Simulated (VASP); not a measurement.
Input of a VASP 6.6.1 run:

File POSCAR:

```
Tc
1.0
    0.0000000000      1.9890000000      1.9500000000
    1.9890000000      0.0000000000      1.9500000000
    1.9890000000      1.9890000000      0.0000000000
Tc
1
Direct
    0.0000000000      0.0000000000      0.0000000000
```

The input INCAR.step1:

```
SYSTEM = Tc
ALGO = Normal
EDIFF = 1E-5
ENCUT = 550
GGA = PE
GGA_COMPAT = .FALSE.
ISMEAR = -1
LASPH = .TRUE.
LCHARG = .FALSE.
LREAL = .FALSE.
LWAVE = .TRUE.
NBANDS = 12
NELM = 120
PREC = Accurate
SIGMA = 0.1
```

The input INCAR.step2:

```
SYSTEM = Tc
ALGO = Normal
EDIFF = 1E-6
ENCUT = 550
GGA_COMPAT = .FALSE.
ISIF = 2
ISMEAR = -1
ISTART = 1
LASPH = .TRUE.
LCHARG = .FALSE.
LMIXTAU = .TRUE.
LREAL = .FALSE.
LWAVE = .FALSE.
METAGGA = R2SCAN
NBANDS = 12
NELM = 120
PREC = Accurate
SIGMA = 0.1
```

Contents of KPOINTS:

```
k-points
0
G
  15 15 15
  0 0 0
```

Potentials or basis: VASP PAW PBE potentials, release 64 (Tc_pv).

Command:

```console
$ cat potpaw_PBE.64/Tc_pv/POTCAR > POTCAR
$ cp INCAR.step1 INCAR
$ mpirun -np 1 vasp_std > vasp.out
$ cp INCAR.step2 INCAR
$ mpirun -np 1 vasp_std > vasp.out
```

(1) Estimate the pressure.

(2) What does it give for the band gap on the k mesh?

## Answers

(1) -20.3 GPa.

(2) zero (an odd number of electrons rules out a gap without spin polarisation).

Caveat: the cell stands under tension; the PAW data sets were made with another functional, which shifts forces and pressure a little.
